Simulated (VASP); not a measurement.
# ScGa2As3 (P1) in VASP: single point with PBE

Aim: the single point of ScGa2As3 with PBE.

All numbers are computed with VASP 6.6.1; they aren't measurements. Logs are shortened: lines on timing, memory, paths and dates and some standing lists are left out, and cuts for length are marked.

### Step 1. The cell of the first run

The typed cell holds 12 atoms: a = 5.833 Å, b = 5.819 Å, c = 9.458 Å, α = 89.88°, β = 108.12°, γ = 90.03°.

### Step 2. Single point, PBE

INCAR reads:

```
SYSTEM = ScGa2As3
  ALGO = Normal
  EDIFF = 1E-6
  ENCUT = 520
  GGA = PE
  ISIF = 2
  ISMEAR = 0
  LASPH = .True.
  LCHARG = .False.
  LREAL = .False.
  LWAVE = .False.
  NBANDS = 64
  NELM = 60
  PREC = Accurate
  SIGMA = 0.1
```

KPOINTS reads:

```
k-points
0
Gamma
  4 2 4
  0 0 0
```

POSCAR reads:

```
ScGa2As3
1.0
   -4.1258210006      4.1237005275      0.0076400804
    4.1158535383      4.1140059792     -0.0058724000
    2.0785540478     -2.0637914183     -8.9931464957
Sc Ga As
2 4 6
Direct
    0.0011530714     -0.0018898271     -0.0000923518
    0.5011446098      0.4980446168      0.0000457407
    0.8294287804      0.5000022586      0.6580882553
    0.3295368060     -0.0001015465      0.6582681459
    0.1699337670      0.5011500738      0.3417314574
    0.6701118103      0.0011910630      0.3418235955
    0.6596587705      0.2492029068      0.8167286187
    0.1596473799      0.7490110467      0.8168120126
    0.3397950116      0.2510874815      0.1833092323
    0.8397637838      0.7513106336      0.1832030732
    0.9999889408      0.2504561500      0.5000779873
    0.4998372684      0.7505351429      0.5000042329
```

Potentials or basis: VASP PAW PBE potentials, release 64 (Sc_sv, Ga_d, As).

Run with:

```console
> cat potpaw_PBE.64/Sc_sv/POTCAR potpaw_PBE.64/Ga_d/POTCAR potpaw_PBE.64/As/POTCAR > POTCAR
> mpirun -np 1 vasp_std > vasp.out
```

OUTCAR:

```text
SYSTEM = ScGa2As3
   EDIFF = 1E-6
   ENCUT = 520
   GGA = PE
   ISIF = 2
   ISMEAR = 0
   LASPH = .True.
   LREAL = .False.
   NELM = 60
   PREC = Accurate

 ion  position               nearest neighbor table
   1  0.001  0.998  1.000-   7 2.64   9 2.64  10 2.64   8 2.64
   2  0.501  0.498  0.000-   8 2.64  10 2.64   9 2.64   7 2.64
   3  0.829  0.500  0.658-  12 2.50  11 2.50   8 2.50   7 2.51
   4  0.330  1.000  0.658-  11 2.50  12 2.50   7 2.50   8 2.51
   5  0.170  0.501  0.342-  12 2.50  11 2.50  10 2.50   9 2.51
   6  0.670  0.001  0.342-  11 2.50  12 2.50   9 2.50  10 2.51
   7  0.660  0.249  0.817-   4 2.50   3 2.51   1 2.64   2 2.64
   8  0.160  0.749  0.817-   3 2.50   4 2.51   2 2.64   1 2.64
   9  0.340  0.251  0.183-   6 2.50   5 2.51   1 2.64   2 2.64
  10  0.840  0.751  0.183-   5 2.50   6 2.51   2 2.64   1 2.64
  11  1.000  0.250  0.500-   6 2.50   4 2.50   5 2.50   3 2.50
  12  0.500  0.751  0.500-   3 2.50   5 2.50   6 2.50   4 2.50

  LATTYP: Found a triclinic cell.
 ALAT       =     9.4581343742
 B/A-ratio  =     0.6167493059
 C/A-ratio  =     0.6152791187
 COS(alpha) =     0.0004828575
 COS(beta)  =     0.0021327013
 COS(gamma) =     0.3109343952

  Lattice vectors:

 A1 = (  -2.0785540478,   2.0637914183,   8.9931464957)
 A2 = (  -4.1258210006,   4.1237005275,   0.0076400804)
 A3 = (  -4.1158535383,  -4.1140059792,   0.0058724000)

Analysis of symmetry for initial positions (statically):
=====================================================================
 Subroutine PRICEL returns:
 Original cell was already a primitive cell.

 Routine SETGRP: Setting up the symmetry group for a
 triclinic supercell.

 Subroutine GETGRP returns: Found  1 space group operations
 (whereof  1 operations were pure point group operations)
 out of a pool of  2 trial point group operations.

The static configuration has the point symmetry C_1 .

Analysis of symmetry for dynamics (positions and initial velocities):
=====================================================================
 Subroutine PRICEL returns:
 Original cell was already a primitive cell.

 Routine SETGRP: Setting up the symmetry group for a
 triclinic supercell.

 Subroutine GETGRP returns: Found  1 space group operations
 (whereof  1 operations were pure point group operations)
 out of a pool of  2 trial point group operations.

The dynamic configuration has the point symmetry C_1 .

 Subroutine INISYM returns: Found  1 space group operations
 (whereof  1 operations are pure point group operations),
 and found     1 'primitive' translations

----------------------------------------------------------------------------------------

                                     Primitive cell

  volume of cell :     305.1526

  direct lattice vectors                    reciprocal lattice vectors
    -4.125821001  4.123700527  0.007640080    -0.121283514  0.121258247 -0.055858766
     4.115853538  4.114005979 -0.005872400     0.121477835  0.121539957  0.000185155
     2.078554048 -2.063791418 -8.993146496    -0.000182359  0.000023650 -0.111243362

  length of vectors
     5.833297810  5.819392583  9.458134374     0.180370327  0.171839634  0.111243514

  position of ions in fractional coordinates (direct lattice)
     0.001153071  0.998110173  0.999907648
     0.501144610  0.498044617  0.000045741
     0.829428780  0.500002259  0.658088255
     0.329536806  0.999898454  0.658268146
     0.169933767  0.501150074  0.341731457
     0.670111810  0.001191063  0.341823596
     0.659658771  0.249202907  0.816728619
     0.159647380  0.749011047  0.816812013
     0.339795012  0.251087482  0.183309232
     0.839763784  0.751310634  0.183203073
     0.999988941  0.250456150  0.500077987
     0.499837268  0.750535143  0.500004233

  ion indices of the primitive-cell ions
   primitive index   ion index
                 1           1
                 2           2
                 3           3
                 4           4
                 5           5
                 6           6
                 7           7
                 8           8
                 9           9
                10          10
                11          11
                12          12

----------------------------------------------------------------------------------------

 KPOINTS: k-points

Automatic generation of k-mesh.
 Grid dimensions read from file:
 generate k-points for:    4    2    4

 Generating k-lattice:

  Cartesian coordinates                     Fractional coordinates (reciprocal lattice)
    -0.030320878  0.030314562 -0.013964692     0.250000000 -0.000000000 -0.000000000
     0.060738917  0.060769979  0.000092577    -0.000000000  0.500000000  0.000000000
    -0.000045590  0.000005913 -0.027810841    -0.000000000  0.000000000  0.250000000

  Length of vectors
     0.045092582  0.085919817  0.027810879

  Shift w.r.t. Gamma in fractional coordinates (k-lattice)
     0.000000000  0.000000000  0.000000000

 Subroutine IBZKPT returns following result:
 ===========================================

 Found     20 irreducible k-points:

 Following reciprocal coordinates:
            Coordinates               Weight
  0.000000  0.000000  0.000000      1.000000
  0.250000  0.000000  0.000000      2.000000
  0.500000  0.000000  0.000000      1.000000
 -0.000000  0.500000  0.000000      1.000000
  0.250000  0.500000 -0.000000      2.000000
  0.500000  0.500000  0.000000      1.000000
[... 12 lines left out ...]
  0.250000  0.500000  0.500000      2.000000
  0.500000  0.500000  0.500000      1.000000
   k-points           NKPTS =     20   k-points in BZ     NKDIM =     20   number of bands    NBANDS=     64
   number of dos      NEDOS =    301   number of ions     NIONS =     12
   total plane-waves  NPLWV = 161280
   dimension x,y,z NGX =    48 NGY =   48 NGZ =   70
   dimension x,y,z NGXF=    96 NGYF=   96 NGZF=  140
   ions per type =               2   4   6
   NGX,Y,Z   is equivalent  to a cutoff of  13.68, 13.71, 12.30 a.u.
   NGXF,Y,Z  is equivalent  to a cutoff of  27.36, 27.42, 24.61 a.u.
 SYSTEM =  ScGa2As3
   PREC   = accura    normal or accurate (medium, high low for compatibility)
   ISTART =      0    job   : 0-new  1-cont  2-samecut
   ICHARG =      2    charge: 1-file 2-atom 10-const
   ISPIN  =      1    spin polarized calculation?
   LNONCOLLINEAR =      F non collinear calculations
   LSORBIT =      F    spin-orbit coupling
   LASPH  =      T    aspherical Exc in radial PAW
   ENCUT  =  520.0 eV  38.22 Ry    6.18 a.u.  10.85 10.82 17.59*2*pi/ulx,y,z
   NELM   =     60;   NELMIN=  2; NELMDL= -5     # of ELM steps
   EDIFF  = 0.1E-05   stopping-criterion for ELM
   LREAL  =      F    real-space projection
   EDIFFG = 0.1E-04   stopping-criterion for IOM
   NSW    =      0    number of steps for IOM
   IBRION =     -1    ionic relax: 0-MD 1-quasi-New 2-CG
   NFREE  =      0    steps in history (QN), initial steepest desc. (CG)
   ISIF   =      2    stress and relaxation
   ISYM   =      2    0-nonsym 1-usesym 2-fastsym
   POTIM  = 0.5000    time-step for ionic-motion
   TEBEG  =    0.0;   TEEND  =   0.0 temperature during run
   PSTRESS=    0.0 pullay stress
   NELECT =     104.0000    total number of electrons
   NUPDOWN=      -1.0000    fix difference up-down
   EMIN   =  10.00;   EMAX   =-10.00  energy-range for DOS
   EFERMI =   0.00;   METHOD = LEGACY
   ISMEAR =     0;   SIGMA  =   0.10  broadening in eV -4-tet -1-fermi 0-gaus
   EFERMI_NEDOS =   21; number of points for ismear=-14 and -15
   IALGO  =     38    algorithm
   IMIX   =      4    mixing-type and parameters
     AMIX     =   0.40;   BMIX     =  1.00
     AMIX_MAG =   1.60;   BMIX_MAG =  1.00
  volume/ion in A,a.u.               =      25.43       171.61
  Fermi-wavevector in a.u.,A,eV,Ry     =   1.143528  2.160955 17.791754  1.307657
  Thomas-Fermi vector in A             =   2.280223
   LORBIT       =      0    0 simple, 1 ext, 2 COOP (PROOUT), +10 PAW based schemes
   GGA     = PE    functional components
   LHFCALC =     F    Hartree Fock is set to
   AEXX    =    0.0000 exact exchange contribution
   IVDW    =     0    specifies the selected vdW correction
   LEPSILON=     F    determine dielectric tensor
   LRPA    =     F    only Hartree local field effects (RPA)
 non-spin polarized calculation
 Gauss-broadening in eV      SIGMA  =   0.10
  energy-cutoff  :      520.00
  volume of cell :      305.15
 maximum number of plane-waves:      8250
 NGX is ok and might be reduce to    48
   NGX = 21   NGY = 21   NGZ = 35

 number of electron     104.0000017 magnetization

 Free energy of the ion-electron system (eV)
  ---------------------------------------------------
  ext. energy  EPLUGINS =         0.00000000
  ---------------------------------------------------
  free energy    TOTEN  =       -57.73600940 eV

  energy without entropy =      -57.73593071  energy(sigma->0) =      -57.73597006

 E-fermi :   2.9615     XC(G=0):  -9.0955

 val. band max:        2.7553178390   @ k =   0.0000   0.0000   0.5000
 cond. band min:       3.1573265799   @ k =   0.0000   0.0000   0.0000
 fundamental gap:      0.4020087409
 Fermi energy:         2.9615384085

 k-point     1 :       0.0000    0.0000    0.0000
  band No.  band energies     occupation
      1     -46.6928      2.00000
      2     -46.6906      2.00000
      3     -25.3862      2.00000
      4     -25.3818      2.00000
      5     -25.3629      2.00000
      6     -25.3584      2.00000
[... 56 lines left out ...]
     63       5.5547      0.00000
     64       6.0257      0.00000

 k-point     2 :       0.2500    0.0000    0.0000
  band No.  band energies     occupation
      1     -46.6925      2.00000
      2     -46.6908      2.00000
      3     -25.3828      2.00000
      4     -25.3784      2.00000
      5     -25.3664      2.00000
      6     -25.3619      2.00000
[... 56 lines left out ...]
     63       6.1101      0.00000
     64       6.2491      0.00000

 k-point     3 :       0.5000    0.0000    0.0000
  band No.  band energies     occupation
      1     -46.6920      2.00000
      2     -46.6913      2.00000
      3     -25.3749      2.00000
      4     -25.3744      2.00000
      5     -25.3705      2.00000
      6     -25.3700      2.00000
[... 1128 lines left out ...]
     63       6.0621      0.00000
     64       6.0626      0.00000

 k-point    20 :       0.5000    0.5000    0.5000
  band No.  band energies     occupation
      1     -46.6920      2.00000
      2     -46.6913      2.00000
      3     -25.3860      2.00000
      4     -25.3859      2.00000
      5     -25.3590      2.00000
      6     -25.3589      2.00000
[... 56 lines left out ...]
     63       5.8327      0.00000
     64       5.8352      0.00000

------------------------ aborting loop because EDIFF is reached ----------------------------------------

  FORCE on cell =-STRESS in cart. coord.  units (eV):
  Direction    XX          YY          ZZ          XY          YZ          ZX
  --------------------------------------------------------------------------------------
  -------------------------------------------------------------------------------------
  Total        0.3731837      0.4393772      0.4109173      0.0113540     -0.0088859      0.0300449
  in kB        1.9593688      2.3069121      2.1574859      0.0596134     -0.0466547      0.1577484
  external PRESSURE =       2.1412556 kB  Pullay stress =       0.0000000 kB

 VOLUME and BASIS-vectors are now :
 -----------------------------------------------------------------------------
  energy-cutoff  :      520.00
  volume of cell :      305.15
      direct lattice vectors                 reciprocal lattice vectors
    -4.125821001  4.123700527  0.007640080    -0.121283514  0.121258247 -0.055858766
     4.115853538  4.114005979 -0.005872400     0.121477835  0.121539957  0.000185155
     2.078554048 -2.063791418 -8.993146496    -0.000182359  0.000023650 -0.111243362

 POSITION                                       TOTAL-FORCE (eV/Angst)
 -----------------------------------------------------------------------------------
      6.18168      2.04739     -8.99817         0.003309      0.000864     -0.001699
     -0.01766      4.11543      0.00049        -0.001354      0.000115      0.001411
      0.00373      4.11917     -5.91488        -0.001542     -0.003159     -0.006158
      4.12407      4.11397     -5.92326        -0.001625     -0.001638     -0.004186
      2.07185      2.05723     -3.07489        -0.001813     -0.000510      0.002608
     -2.04936      2.06279     -3.06896        -0.001555     -0.002883      0.003514
      0.00166      2.05990     -7.34138         0.002951      0.002141      0.003922
      4.12193      2.05404     -7.34889         0.001393      0.003512      0.009819
      0.01252      2.05588     -1.64741         0.002048      0.003029     -0.005347
      0.00837      6.17574     -1.64557        -0.000712      0.000547     -0.009623
     -2.05550      4.12198     -4.49111         0.000461     -0.000267      0.003353
      2.06614      4.11698     -4.49720        -0.001562     -0.001752      0.002385
 -----------------------------------------------------------------------------------
    total drift:                               -0.000467      0.000010     -0.000241

  FREE ENERGIE OF THE ION-ELECTRON SYSTEM (eV)
  ---------------------------------------------------
  free  energy   TOTEN  =       -57.7360094032 eV

  energy  without entropy=      -57.7359307082  energy(sigma->0) =      -57.73597006
```

Wall time 5 min (1 thread of AMD EPYC 9R45 (Zen 5), shared host); peak memory 0.57 GiB.

Results:

```
Free energy            : -57.7360 eV
Pressure               : 0.2 GPa
Largest force          : 0.011 eV/Å
Band gap on the k mesh : 0.40 eV
```

Forces on the atoms (eV/Å):
```
Sc   0.003  0.001 -0.002
Sc  -0.001  0.000  0.001
Ga  -0.002 -0.003 -0.006
Ga  -0.002 -0.002 -0.004
Ga  -0.002 -0.001  0.003
Ga  -0.002 -0.003  0.004
As   0.003  0.002  0.004
As   0.001  0.004  0.010
As   0.002  0.003 -0.005
As  -0.001  0.001 -0.010
As   0.000  0.000  0.003
As  -0.002 -0.002  0.002
```

Levels at points of the mesh, in eV from the valence-band top:
| k point | band 48 | band 49 | band 50 | band 51 | band 52 | band 53 | band 54 | band 55 | band 56 | band 57 |
| --- | --- | --- | --- | --- | --- | --- | --- | --- | --- | --- |
| (0.00, 0.00, 0.00) | -0.89 | -0.88 | -0.58 | -0.34 | -0.33 | 0.40 | 0.98 | 1.20 | 1.71 | 1.85 |
| (0.50, 0.00, 0.00) | -1.27 | -1.01 | -1.01 | -0.58 | -0.58 | 1.52 | 1.53 | 1.71 | 1.71 | 1.84 |
| (0.00, 0.50, 0.00) | -1.30 | -1.16 | -1.16 | -0.49 | -0.49 | 1.37 | 1.37 | 1.69 | 1.69 | 1.72 |
| (0.50, 0.50, 0.00) | -0.89 | -0.86 | -0.86 | -0.57 | -0.57 | 1.32 | 1.33 | 1.83 | 1.83 | 2.08 |
| (0.00, 0.00, 0.50) | -1.19 | -1.19 | -1.19 | -0.01 | 0.00 | 0.98 | 1.02 | 1.20 | 1.47 | 1.71 |
| (0.50, 0.00, 0.50) | -1.28 | -1.02 | -1.01 | -0.58 | -0.58 | 1.52 | 1.52 | 1.71 | 1.71 | 1.86 |
| (0.00, 0.50, 0.50) | -1.46 | -0.77 | -0.77 | -0.76 | -0.76 | 1.62 | 1.62 | 1.76 | 1.76 | 2.05 |
| (0.50, 0.50, 0.50) | -0.89 | -0.86 | -0.86 | -0.57 | -0.57 | 1.32 | 1.32 | 1.83 | 1.83 | 2.08 |

Caveat: the k points lie up to 0.54 Å⁻¹ apart; semilocal functionals underestimate gaps, and a narrow one can read as zero.
